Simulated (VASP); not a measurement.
Wanted: the native input for a VASP 6.6.1 run.

| Item | Value |
| --- | --- |
| Task | single point |
| Functional | PBEsol |
| Potentials or basis | VASP PAW PBE potentials, release 64 (In_d, P) |
| Cutoff | 520 eV |
| k mesh | 6 × 6 × 6 |
| Occupations | gaussian, width 0.1 eV |
| Spin | no spin polarisation |
| Dipole correction | no |
| Further INCAR settings | ALGO = Normal; EDIFF = 1e-06; NBANDS = 38 |

The structure of InP3 lies in POSCAR:

```
InP3
1.0
    3.7442200370      2.1617264463      3.3537408819
   -3.7442200370      2.1617264463      3.3537408819
    0.0000000000     -4.3234528926      3.3537408819
In P
2 6
Direct
    0.2715192649      0.2715192649      0.2715192649
    0.7284807351      0.7284807351      0.7284807351
    0.7968753717      0.2425799276      0.7968753717
    0.7968753717      0.7968753717      0.2425799276
    0.2425799276      0.7968753717      0.7968753717
    0.2031246283      0.7574200724      0.2031246283
    0.7574200724      0.2031246283      0.2031246283
    0.2031246283      0.2031246283      0.7574200724
```

These files were run (other wordings do the same):

INCAR

```
SYSTEM = InP3
ALGO = Normal
EDIFF = 1E-6
ENCUT = 520
GGA = PS
ISIF = 2
ISMEAR = 0
LASPH = .True.
LCHARG = .False.
LREAL = .False.
LWAVE = .False.
NBANDS = 38
NELM = 100
PREC = Accurate
SIGMA = 0.1
```

KPOINTS

```
k-points
0
Gamma
  6 6 6
  0 0 0
```

Potentials or basis: VASP PAW PBE potentials, release 64 (In_d, P).

Command:

```bash
$ cat potpaw_PBE.64/In_d/POTCAR potpaw_PBE.64/P/POTCAR > POTCAR
$ mpirun -np 1 vasp_std > vasp.out
```

It gave:

```json
{
 "Pressure": "-2.0 GPa",
 "Largest force": "0.021 eV/Å",
 "Band gap on the k mesh": "zero (bands 28 and 29 overlap by 0.63 eV)"
}
```

Caveat: semilocal functionals underestimate gaps, so a narrow gap can read as zero; the PAW data sets were made with another functional, which shifts forces and pressure a little; spin-orbit coupling is left out, which moves the levels of the heavy elements.

It took 8.1 min on 1 thread of AMD EPYC 7571, with other jobs on the host, peak memory 0.31 GiB.
